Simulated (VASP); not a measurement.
Wanted: the native input for a VASP 6.6.1 run.

```yaml
Task: single point
Functional: PBE
Potentials_or_basis: VASP PAW PBE potentials, release 64 (W_sv, C)
Cutoff: 520 eV
k_mesh: 11 × 11 × 10
Occupations: methfessel-paxton, width 0.1 eV
Spin: no spin polarisation
Dipole_correction: no
Further_INCAR_settings: ALGO = Normal; EDIFF = 1e-06; NBANDS = 16
```

The structure of WC (Qusongite) lies in POSCAR:

```
WC
1.0
    2.8268294234      0.0000000000      0.0000000000
   -1.4134147117      2.4481060966      0.0000000000
    0.0000000000      0.0000000000      2.7588454645
W C
1 1
Direct
    0.0000000000      0.0000000000      0.0000000000
    0.6666666667      0.3333333333      0.5000000000
```

The input as run:

INCAR

```
SYSTEM = WC
ALGO = Normal
EDIFF = 1E-6
ENCUT = 520
GGA = PE
ISIF = 2
ISMEAR = 1
LASPH = .TRUE.
LCHARG = .TRUE.
LELF = .TRUE.
LREAL = .FALSE.
LVHAR = .TRUE.
LWAVE = .FALSE.
NBANDS = 16
NELM = 80
PREC = Accurate
SIGMA = 0.1
```

KPOINTS

```
k-points
0
G
  11 11 10
  0 0 0
```

Potentials or basis: VASP PAW PBE potentials, release 64 (W_sv, C).

The run is started by

```console
$ cat potpaw_PBE.64/W_sv/POTCAR potpaw_PBE.64/C/POTCAR > POTCAR
$ mpirun -np 1 vasp_std > vasp.out
```

Results of the run:

```json
{
 "Pressure": "48.1 GPa",
 "Band gap on the k mesh": "zero (band 9 reaches 12.95 eV, above the bottom of band 10 at 11.62 eV)"
}
```

Caveat: spin-orbit coupling is left out, which moves the levels of the heavy elements.

It took 9.4 s on 1 thread of Intel(R) Xeon(R) 6975P-C (Granite Rapids), with other jobs on the host, peak memory 0.15 GiB.
